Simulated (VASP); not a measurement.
# BiTe: vibrations by perturbation theory with PBE

The system is BiTe.

```
Bi Te
1.0
     0.00000    3.25488    3.25488
     3.25488    0.00000    3.25488
     3.25488    3.25488    0.00000
Bi Te
1 1
Direct
  0.00000 0.00000 0.00000
  0.50000 0.50000 0.50000
```

* Program: VASP 6.6.1
* Task: vibrations by perturbation theory
* Functional: PBE
* Potentials or basis: VASP PAW PBE potentials, release 64 (Bi_d, Te)
* Cutoff: 520 eV
* k mesh: 12 × 12 × 12
* Occupations: fermi-dirac, width 0.15 eV
* Spin: collinear spin
* Starting moments: [1.0, 0.0] μB
* Dipole correction: no
* Further INCAR settings: ALGO = Fast; EDIFF = 1e-08; IBRION = 8; NSW = 1

```
Net moment                                              : 0.00 μB per cell
Valence electrons inside the program's atomic spheres   : Bi 12.69; Te 3.32
Highest phonon frequency at Γ, LO-TO splitting left out : 85 cm⁻¹
```

Phonon frequencies in cm⁻¹ (negative: imaginary):
```csv
q point,frequencies
"(0.000, 0.000, 0.000)",0 0 0 85 85 85
```

Run time: 33 min on 1 thread of Oxide Virtual Turin-like Processor (shared host), peak memory 0.75 GiB.
